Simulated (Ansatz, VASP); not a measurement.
**ZnO: VASP beside Ansatz**

```
Zn O
1.0
     3.24931    0.00000    0.00000
    -1.62465    2.81398    0.00000
     0.00000    0.00000    5.20571
Zn O
2 2
Cartesian
  1.6247 0.9380 0.0000
  0.0000 1.8760 2.6029
  0.0000 1.8760 4.5759
  1.6247 0.9380 1.9730
```

Alike in both runs: task single point; functional revPBE; dispersion D4; k mesh 9 × 9 × 5; occupations fermi-dirac, width 0.05 eV; no spin polarisation.

```csv
,VASP,Ansatz
version,VASP 6.6.1,Ansatz 0.2.0
potentials or method,"VASP PAW PBE potentials, release 64 (Zn, O)",Ansatz PAW
plane-wave cutoff (eV),520,420
valence electrons in the cell,36,36
```

Ansatz gave:

| Quantity | Value |
| --- | --- |
| gap on the k mesh at the Fermi level (eV) | 0.88 |
| least direct gap on the mesh (eV) | 0.88 |
| pressure (GPa) | 1.1 |
| traceless stress, the component that is largest in VASP (GPa) | 1.18 |
| rms of the force components (eV/Å) | 0.039 |

Estimate VASP's values.

gap on the k mesh at the Fermi level (eV): 0.86; least direct gap on the mesh (eV): 0.86; pressure (GPa): 2.2; traceless stress, the component that is largest in VASP (GPa): 1.21; rms of the force components (eV/Å): 0.041.

VASP's potentials were made for PBE, not for revPBE. Atom by atom the forces differ by 0.002 eV/Å (rms over components).

Noted on Ansatz's run: odd divisions of the mesh miss points on the zone boundary, where band edges often lie, so the gap on the mesh can be too wide.
